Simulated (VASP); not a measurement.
# ZrS2 (P-3m1) in VASP: a series of runs

Runs on ZrS2. Level: PBEsol. Tasks: relaxation of the atoms, single point.

Everything below comes from runs of VASP 6.6.1. Logs are shortened: lines on timing, memory, paths and dates and some standing lists are left out, and cuts for length are marked.

### Step 1. The cell of the first run

The structure is trigonal, space group P-3m1 (No. 164). Conventional cell: a = 3.627 Å, b = 3.627 Å, c = 5.828 Å, α = 90.00°, β = 90.00°, γ = 120.00°. Within 3.4 Å of Zr (site symmetry -3m) lie 6 S at 2.54 Å. S (site symmetry 3m) has 3 Zr at 2.54 Å within 3.4 Å.

### Step 2. Relaxation of the atoms, PBEsol (strain along c alone, the other axes held: -1.0 %)

The input, INCAR:

```
SYSTEM = ZrS2
ALGO = Normal
EDIFF = 1E-7
EDIFFG = -0.008
ENCUT = 450
GGA = PS
GGA_COMPAT = .FALSE.
IBRION = 2
ISIF = 2
ISMEAR = 0
LASPH = .TRUE.
LCHARG = .FALSE.
LREAL = .FALSE.
LWAVE = .FALSE.
NELM = 120
NELMIN = 4
NSW = 60
PREC = Accurate
SIGMA = 0.02
```

The input, KPOINTS:

```
k-points
0
G
  12 12 6
  0 0 0
```

The input, POSCAR:

```
ZrS2
1.0
    3.6273720858      0.0000000000      0.0000000000
   -1.8136860429      3.1413963753      0.0000000000
    0.0000000000      0.0000000000      5.8278935527
Zr S
1 2
Direct
    0.0000000000      0.0000000000      0.0000000000
    0.6666666667      0.3333333333      0.7531561001
    0.3333333333      0.6666666667      0.2468438999
```

Potentials or basis: VASP PAW PBE potentials, release 64 (Zr_sv, S).

The run is started by

```bash
$ cat potpaw_PBE.64/Zr_sv/POTCAR potpaw_PBE.64/S/POTCAR > POTCAR
$ mpirun -np 1 vasp_std > vasp.out
```

OUTCAR:

```text
SYSTEM = ZrS2
   EDIFF = 1E-7
   EDIFFG = -0.008
   ENCUT = 450
   GGA = PS
   IBRION = 2
   ISIF = 2
   ISMEAR = 0
   LASPH = .TRUE.
   LREAL = .FALSE.
   NELM = 120
   NELMIN = 4
   NSW = 60
   PREC = Accurate

 ion  position               nearest neighbor table
   1  0.000  0.000  0.000-   2 2.54   3 2.54   2 2.54   3 2.54   2 2.54   3 2.54
   2  0.667  0.333  0.753-   1 2.54   1 2.54   1 2.54
   3  0.333  0.667  0.247-   1 2.54   1 2.54   1 2.54

  LATTYP: Found a hexagonal cell.
 ALAT       =     3.6273720858
 C/A-ratio  =     1.6066434363

  Lattice vectors:

 A1 = (   3.6273720858,   0.0000000000,   0.0000000000)
 A2 = (  -1.8136860429,   3.1413963753,   0.0000000000)
 A3 = (   0.0000000000,   0.0000000000,   5.8278935527)

Analysis of symmetry for initial positions (statically):
=====================================================================
 Subroutine PRICEL returns:
 Original cell was already a primitive cell.

 Routine SETGRP: Setting up the symmetry group for a
 hexagonal supercell.

 Subroutine GETGRP returns: Found 12 space group operations
 (whereof 12 operations were pure point group operations)
 out of a pool of 24 trial point group operations.

The static configuration has the point symmetry D_3d.

Analysis of symmetry for dynamics (positions and initial velocities):
=====================================================================
 Subroutine PRICEL returns:
 Original cell was already a primitive cell.

 Routine SETGRP: Setting up the symmetry group for a
 hexagonal supercell.

 Subroutine GETGRP returns: Found 12 space group operations
 (whereof 12 operations were pure point group operations)
 out of a pool of 24 trial point group operations.

The dynamic configuration has the point symmetry D_3d.

 Subroutine INISYM returns: Found 12 space group operations
 (whereof 12 operations are pure point group operations),
 and found     1 'primitive' translations

----------------------------------------------------------------------------------------

                                     Primitive cell

  volume of cell :      66.4089

  direct lattice vectors                    reciprocal lattice vectors
     3.627372086  0.000000000  0.000000000     0.275681672  0.159164887  0.000000000
    -1.813686043  3.141396375  0.000000000     0.000000000  0.318329775  0.000000000
     0.000000000  0.000000000  5.827893553     0.000000000  0.000000000  0.171588584

  length of vectors
     3.627372086  3.627372086  5.827893553     0.318329775  0.318329775  0.171588584
[... 90 lines left out ...]
   ISYM   =      2    0-nonsym 1-usesym 2-fastsym
   POTIM  = 0.5000    time-step for ionic-motion
   TEBEG  =    0.0;   TEEND  =   0.0 temperature during run
   PSTRESS=    0.0 pullay stress
   NELECT =      24.0000    total number of electrons
   NUPDOWN=      -1.0000    fix difference up-down
   EMIN   =  10.00;   EMAX   =-10.00  energy-range for DOS
   EFERMI =   0.00;   METHOD = LEGACY
   ISMEAR =     0;   SIGMA  =   0.02  broadening in eV -4-tet -1-fermi 0-gaus
   EFERMI_NEDOS =   21; number of points for ismear=-14 and -15
   IALGO  =     38    algorithm
   IMIX   =      4    mixing-type and parameters
     AMIX     =   0.40;   BMIX     =  1.00
     AMIX_MAG =   1.60;   BMIX_MAG =  1.00
  volume/ion in A,a.u.               =      22.14       149.38
  Fermi-wavevector in a.u.,A,eV,Ry     =   1.166102  2.203613 18.501109  1.359793
  Thomas-Fermi vector in A             =   2.302619
   LORBIT       =      0    0 simple, 1 ext, 2 COOP (PROOUT), +10 PAW based schemes
   GGA     = PS    functional components
   LHFCALC =     F    Hartree Fock is set to
   AEXX    =    0.0000 exact exchange contribution
   IVDW    =     0    specifies the selected vdW correction
   LEPSILON=     F    determine dielectric tensor
   LRPA    =     F    only Hartree local field effects (RPA)
 conjugate gradient relaxation of ions
 non-spin polarized calculation
 Gauss-broadening in eV      SIGMA  =   0.02
  energy-cutoff  :      450.00
  volume of cell :       66.41
 maximum number of plane-waves:      1456
 NGX is ok and might be reduce to    28

--------------------------------------- Ionic step        1  -------------------------------------------

 number of electron      24.0000001 magnetization

 Free energy of the ion-electron system (eV)
  ---------------------------------------------------
  ext. energy  EPLUGINS =         0.00000000
  ---------------------------------------------------
  free energy    TOTEN  =       -22.55697246 eV

  energy without entropy =      -22.55697246  energy(sigma->0) =      -22.55697246

------------------------ aborting loop because EDIFF is reached ----------------------------------------

  FORCE on cell =-STRESS in cart. coord.  units (eV):
  Direction    XX          YY          ZZ          XY          YZ          ZX
  --------------------------------------------------------------------------------------
  -------------------------------------------------------------------------------------
  Total        0.3163590      0.3163590      0.5680897      0.0000000      0.0000000      0.0000000
  in kB        7.6324571      7.6324571     13.7056951      0.0000000      0.0000000      0.0000000
  external PRESSURE =       9.6568698 kB  Pullay stress =       0.0000000 kB
[... 61 lines left out ...]
--------------------------------------- Ionic step        3  -------------------------------------------

 number of electron      23.9999998 magnetization

 Free energy of the ion-electron system (eV)
  ---------------------------------------------------
  ext. energy  EPLUGINS =         0.00000000
  ---------------------------------------------------
  free energy    TOTEN  =       -22.55968190 eV

  energy without entropy =      -22.55968190  energy(sigma->0) =      -22.55968190

 E-fermi :   5.0746     XC(G=0):  -9.9096

 val. band max:        4.9011960024   @ k =   0.0833  -0.0000   0.0000
 cond. band min:       5.6194139699   @ k =   0.5000   0.0000   0.5000
 fundamental gap:      0.7182179674
 Fermi energy:         5.0746146923

 k-point     1 :       0.0000    0.0000    0.0000
  band No.  band energies     occupation
      1     -43.9494      2.00000
      2     -22.0707      2.00000
      3     -21.8988      2.00000
      4     -21.8988      2.00000
      5      -7.9803      2.00000
      6      -6.3920      2.00000
[... 433 lines left out ...]
      3     -21.9761      2.00000
      4     -21.9153      2.00000
      5      -7.6397      2.00000
      6      -6.5344      2.00000
[... 8 lines left out ...]
     15       7.6739      0.00000
     16       9.4229      0.00000

 [... further k-points ...]
[... 5 lines left out ...]
  --------------------------------------------------------------------------------------
  -------------------------------------------------------------------------------------
  Total        0.0178569      0.0178569      0.1083200      0.0000000      0.0000000     -0.0000000
  in kB        0.4308135      0.4308135      2.6133214      0.0000000      0.0000000     -0.0000000
  external PRESSURE =       1.1583161 kB  Pullay stress =       0.0000000 kB
[... 18 lines left out ...]
  FREE ENERGIE OF THE ION-ELECTRON SYSTEM (eV)
  ---------------------------------------------------
  free  energy   TOTEN  =       -22.5596818979 eV

  energy  without entropy=      -22.5596818979  energy(sigma->0) =      -22.55968190

 reached required accuracy - stopping structural energy minimisation
```

CONTCAR:

```text
ZrS2
   1.00000000000000
     3.6273720857999998    0.0000000000000000    0.0000000000000000
    -1.8136860428999999    3.1413963752999998    0.0000000000000000
     0.0000000000000000    0.0000000000000000    5.8278935527000000
  Zr              S
     1     2
Direct
     0.0000000000000000    0.0000000000000000    0.0000000000000000
     0.6666666667000030    0.3333333332999970    0.7506505878865022
     0.3333333332999970    0.6666666667000030    0.2493494121134978

  0.00000000E+00  0.00000000E+00  0.00000000E+00
  0.00000000E+00  0.00000000E+00  0.00000000E+00
  0.00000000E+00  0.00000000E+00  0.00000000E+00
```

Run time: 97 s. Hardware: 1 thread of Intel Xeon Platinum 8488C (Sapphire Rapids), shared host; peak memory 0.23 GiB.

What came out:

```yaml
Free_energy: -22.5597 eV
Energy_gained_by_relaxing: 0.9 meV/atom
Ionic_steps: 3
Pressure_after_relaxing: 0.1 GPa
Largest_force_after_relaxing: 0.007 eV/Å
Band_gap_on_the_k_mesh: 0.72 eV (least direct gap 1.49 eV)
```

Forces in eV/Å, atoms in the order of the input:
```
Zr   0.000  0.000  0.000
S    0.000  0.000 -0.007
S    0.000  0.000  0.007
```

Stress tensor (GPa, compression positive):
```
0.04 0.00 0.00
0.00 0.04 0.00
0.00 0.00 0.26
```

The path:
| step | energy change (eV) | largest force (eV/Å) | pressure (GPa) |
| --- | --- | --- | --- |
| 1 | 0.0000 | 0.1777 | 0.97 |
| 2 | -0.0022 | 0.0774 | 0.46 |
| 3 | -0.0027 | 0.0072 | 0.12 |

Final structure:
```
CELL_PARAMETERS angstrom
3.62737 0.00000 0.00000
-1.81369 3.14140 0.00000
0.00000 0.00000 5.82789
ATOMIC_POSITIONS crystal
Zr 0.00000 0.00000 0.00000
S 0.66667 0.33333 0.75065
S 0.33333 0.66667 0.24935
```

Caveat: the cell differs from its parent crystal (strain along c alone, the other axes held: -1.0 %); the PAW data sets were made with another functional, which shifts forces and pressure a little; this functional lacks dispersion, which binds the layers, so the pressure and a relaxed spacing across them are unreliable.

### Step 3. Single point, PBEsol

This run uses another cell than the first one: it holds 12 atoms, not 3.

The input, INCAR:

```
SYSTEM = ZrS2
PREC = Accurate
ENCUT = 500
EDIFF = 1E-6
ISMEAR = 0
SIGMA = 0.02
LREAL = .False.
LASPH = .True.
NELM = 120
ALGO = Normal
ISIF = 2
LWAVE = .False.
LCHARG = .False.
GGA = PS
NBANDS = 60
GGA_COMPAT = .False.
```

The input, KPOINTS:

```
regular mesh
0
Gamma
  6 6 6
  0 0 0
```

The input, POSCAR:

```
ZrS2
1.0
    0.0000000000      0.0000000000     -5.8867608630
   -3.6273720879      6.2827927542      0.0000000000
    7.2547441758      0.0000000000      0.0000000000
Zr S
4 8
Direct
    0.0000000000      0.5000000000      0.5000000000
    0.0000000000      0.0000000000      0.5000000000
    0.0000000000      0.5000000000      0.0000000000
    0.0000000000      0.0000000000      0.0000000000
    0.2468439128      0.1666666667      0.3333333333
    0.2468439128      0.6666666667      0.3333333333
    0.2468439128      0.1666666667      0.8333333333
    0.2468439128      0.6666666667      0.8333333333
    0.7531560872      0.3333333333      0.1666666667
    0.7531560872      0.8333333333      0.1666666667
    0.7531560872      0.3333333333      0.6666666667
    0.7531560872      0.8333333333      0.6666666667
```

Potentials or basis: VASP PAW PBE potentials, release 64 (Zr_sv, S).

The run is started by

```bash
$ cat potpaw_PBE.64/Zr_sv/POTCAR potpaw_PBE.64/S/POTCAR > POTCAR
$ mpirun -np 1 vasp_std > vasp.out
```

It took 20 min on 1 thread of Intel Xeon 8259CL, shared host; peak memory 0.6 GiB.

The run converged. Its results:

```
Free energy            : -90.2419 eV
Pressure               : 0.1 GPa
Largest force          : 0.017 eV/Å
Band gap on the k mesh : 0.77 eV
```

Forces in eV/Å, atoms in the order of the input:
```
Zr   0.000  0.000  0.000
Zr   0.000  0.000  0.000
Zr   0.000  0.000  0.000
Zr   0.000  0.000  0.000
S    0.000  0.000 -0.017
S    0.000  0.000 -0.017
S    0.000  0.000 -0.017
S    0.000  0.000 -0.017
S    0.000  0.000  0.017
S    0.000  0.000  0.017
S    0.000  0.000  0.017
S    0.000  0.000  0.017
```

Levels at points of the mesh, in eV from the valence-band top:
| k point | band 44 | band 45 | band 46 | band 47 | band 48 | band 49 | band 50 | band 51 | band 52 | band 53 |
| --- | --- | --- | --- | --- | --- | --- | --- | --- | --- | --- |
| (0.00, 0.00, 0.00) | -1.23 | -1.23 | -0.07 | -0.07 | -0.02 | 0.99 | 0.99 | 0.99 | 1.53 | 1.53 |
| (0.50, 0.00, 0.00) | -0.82 | -0.82 | -0.82 | -0.22 | -0.22 | 0.77 | 0.77 | 0.77 | 1.49 | 1.49 |
| (0.00, 0.50, 0.00) | -1.26 | -1.04 | -1.04 | -0.50 | -0.50 | 1.34 | 1.34 | 2.06 | 2.06 | 2.70 |
| (0.50, 0.50, 0.00) | -1.32 | -1.01 | -1.01 | -0.83 | -0.83 | 1.26 | 1.26 | 2.11 | 2.11 | 2.37 |

Caveat: the PAW data sets were made with another functional, which shifts forces and pressure a little; this functional lacks dispersion, which binds the layers, so the pressure and a relaxed spacing across them are unreliable. A k mesh can miss the band edges.
